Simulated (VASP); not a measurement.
Ge3Te2S:

```
Ge Te S
1.0
     9.78848    0.00000    0.00000
    -4.89424    8.47707    0.00000
     0.00000    0.00000    2.85771
Ge Te S
3 2 1
Direct
  0.50000 0.00000 0.50000
  0.00000 0.50000 0.50000
  0.50000 0.50000 0.50000
  0.33333 0.66667 0.50000
  0.66667 0.33333 0.50000
  0.00000 0.00000 0.50000
```

The cell was generated, and may not be a known phase.

| Property | Result |
| --- | --- |
| Program | VASP 6.6.1 |
| Task | relaxation of cell and atoms |
| Functional | PBE |
| Potentials or basis | VASP PAW PBE potentials, release 64 (Ge_d, Te, S) |
| Cutoff | 600 eV |
| k mesh | 3 × 3 × 6 |
| Occupations | gaussian, width 0.1 eV |
| Spin | no spin polarisation |

At the start: pressure -0.7 GPa; volume 39.52 Å³/atom.

**Question.** Where does the relaxation end?

**Answer.** Over 8 steps the energy falls by 66.9 meV/atom and the volume is 39.35 Å³/atom (-0.4 %); space group P6/mmm (No. 191, to 0.1 Å) before and after.

The path:
```
step  energy change (eV)  largest force (eV/Å)  pressure (GPa)  volume (Å³)
   1              0.0000                0.0000           -0.69       237.13
   2             -0.3877                0.0000            0.46       230.65
   3             -0.3893                0.0000            0.61       230.09
   4             -0.3894                0.0000            0.58       230.24
   5             -0.4001                0.0000            0.10       234.91
   6             -0.4004                0.0000           -0.15       237.12
   7             -0.4006                0.0000           -0.05       236.15
   8             -0.4011                0.0000            0.01       236.09
```

Final structure:
```yaml
crystal:
  lattice:
    - [10.14352, 0.00000, 0.00000]
    - [-5.07176, 8.78454, 0.00000]
    - [0.00000, 0.00000, 2.64950]
  atoms:
    - { symbol: Ge, position: [0.50000, 0.00000, 0.50000] }
    - { symbol: Ge, position: [0.00000, 0.50000, 0.50000] }
    - { symbol: Ge, position: [0.50000, 0.50000, 0.50000] }
    - { symbol: Te, position: [0.33333, 0.66667, 0.50000] }
    - { symbol: Te, position: [0.66667, 0.33333, 0.50000] }
    - { symbol: S, position: [0.00000, 0.00000, 0.50000] }
```

Caveat: the k points lie up to 0.40 Å⁻¹ apart in the final cell, too coarse for converged energies and pressures of a metal.
